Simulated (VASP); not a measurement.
Crystal: C.

```
CELL_PARAMETERS angstrom
0.00000 1.76798 1.76798
1.76798 0.00000 1.76798
1.76798 1.76798 0.00000
ATOMIC_POSITIONS crystal
C 0.50000 0.50000 0.50000
C 0.75000 0.75000 0.75000
```

Base run:

```yaml
Program: VASP 6.6.1
Functional: PBEsol
Potentials_or_basis: VASP PAW PBE potentials, release 64 (C_h)
Cutoff: 910 eV
k_mesh: 10 × 10 × 10
Occupations: gaussian, width 0.01 eV
Spin: no spin polarisation
```

Its results: band gap on the k mesh 4.10 eV, indirect (least direct gap 5.62 eV); pressure 7.0 GPa.

**Question.** The run is repeated on the same cell with these changes: potentials or basis from VASP PAW PBE potentials, release 64 (C_h) to VASP PAW PBE potentials, release 64 (C); cutoff from 910 eV to 520 eV. What comes out?

**Answer.** Band gap on the k mesh 4.09 eV, indirect (least direct gap 5.61 eV); pressure 8.2 GPa.

Caveats: the PAW data sets were made with another functional, which shifts forces and pressure a little; the cutoff is under 1.25 times the usual one of these potentials, so pressure, stress and relaxed cells hold a basis-set (Pulay) error (some runs).

A k mesh can miss the band edges.
